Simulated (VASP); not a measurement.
Runs of VASP 6.6.1 on YWF3. The structure is that of space group Pm-3m (No. 221), or close to it. The cells are those of the table. 

| task | cell | k mesh | cutoff (eV) | gap on the mesh (eV) | pressure (GPa) | relaxed volume (Å³/atom) |
| --- | --- | --- | --- | --- | --- | --- |
| relaxation of cell and atoms | relaxed from a = 4.064 Å, 5 atoms | 4 × 4 × 4 | 600 | none | 0.0 | (a) |
| relaxation of cell and atoms | relaxed from a = 4.290 Å, 5 atoms | 10 × 10 × 10 | 600 | none | 0.0 | 15.95 |
| single point | a = 4.290 Å, 5 atoms | 4 × 4 × 4 | 520 | none | 0.5 | - |
| single point | a = 4.299 Å, 5 atoms | 10 × 10 × 10 | 520 | none | 0.3 | - |

Alike in all rows: level PBE; potentials or basis VASP PAW PBE potentials, release 64 (Y_sv, W_sv, F); no spin polarisation; smearing gaussian 0.1 eV.

Estimate the missing entries.

(a) 15.87.

Caveats: some runs use coarse meshes; spin-orbit coupling is left out, which moves the levels of the heavy elements; the volume moved by over 15 % at a fixed basis, so the end points are rough (some runs).

A k mesh can miss the band edges, and the runs leave out spin-orbit coupling on W, Y.

A gap of «none» marks levels without a gap at the run's occupations.
